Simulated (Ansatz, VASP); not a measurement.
# Ti2O in VASP and in Ansatz

File INCAR:

```
SYSTEM = Ti2O
PREC     = Accurate       ! precision mode
ENCUT    = 520            ! plane-wave cutoff, eV
EDIFF    = 1E-6           ! SCF threshold, eV
ISMEAR   = 0              ! smearing method
SIGMA    = 0.1            ! smearing width, eV
LREAL    = .False.        ! projectors in reciprocal space
LASPH    = .True.         ! aspherical terms in the spheres
NELM     = 150            ! most SCF steps
ALGO     = Normal         ! electronic algorithm
ISIF     = 2              ! what is computed and relaxed
LWAVE    = .False.        ! write WAVECAR
LCHARG   = .False.        ! write CHGCAR
ISPIN    = 2              ! spin polarisation
MAGMOM   = 2.5 2.5 0      ! initial moments
LORBIT   = 11             ! projections on sites
LMAXMIX  = 4              ! l up to which the mixer works
GGA      = PS             ! functional
NBANDS   = 26             ! bands
```

File KPOINTS:

```
Automatic mesh
0
Gamma
  18 18 10
  0 0 0
```

File POSCAR:

```
Ti2O
1.0
    2.9193980238      0.0000000000      0.0000000000
   -1.4596990119      2.5282728524      0.0000000000
    0.0000000000      0.0000000000      4.7130000000
Ti O
2 1
Direct
    0.6666666667      0.3333333333      0.2787400000
    0.3333333333      0.6666666667      0.7212600000
    0.0000000000      0.0000000000      0.0000000000
```

Input for Ansatz:

```yaml
crystal:
  lattice:
    - [2.9193980238, 0.0, 0.0]
    - [-1.4596990119, 2.5282728524, 0.0]
    - [0.0, 0.0, 4.713]
  atoms:
    - { symbol: Ti, position: [0.6666666667, 0.3333333333, 0.27874], spin: 2.5 }
    - { symbol: Ti, position: [0.3333333333, 0.6666666667, 0.72126], spin: 2.5 }
    - { symbol: O, position: [0.0, 0.0, 0.0] }
basis:
  ecutwfc: 420
kpoints:
  mp_grid: { grid: [18, 18, 10] }
hamiltonian:
  xc: pbesol
scf:
  occupations: { method: gaussian, width: 0.1 }
  lower_state_search: "off"
output:
  forces: true
  stress: true
  eigenvalues: true
  populations: true
magnetization:
  spin_polarized: true
```

Alike in both runs: task single point; functional PBEsol; k mesh 18 × 18 × 10; occupations gaussian, width 0.1 eV; collinear spin.

```csv
,VASP,Ansatz
version,VASP 6.6.1,Ansatz 0.2.0
potentials or method,"VASP PAW PBE potentials, release 64 (Ti_sv, O), cutoff 520 eV","scalar-relativistic, plane waves, PAW"
valence electrons in the cell,30,30
```

|  | VASP | Ansatz | Ansatz less VASP |
| --- | --- | --- | --- |
| gap on the k mesh at the Fermi level (eV) | none | none | - |
| pressure (GPa) | 4.6 | 4.4 | -0.21 |
| traceless stress, the component that is largest in VASP (GPa) | 3.29 | 3.28 | -0.012 |
| rms of the force components (eV/Å) | 0.604 | 0.626 | +0.0228 |
| net moment per atom (μB) | 0.00 | 0.00 | 0.000 |

VASP's potentials were made for PBE, not for PBEsol. Atom by atom the forces differ by 0.023 eV/Å (rms over components). A gap of «none» marks a metal or a gap that the smearing closes. With one functional, cell and mesh, what is left measures potentials, basis and numerics. Ansatz's warnings: seeded moment not kept.
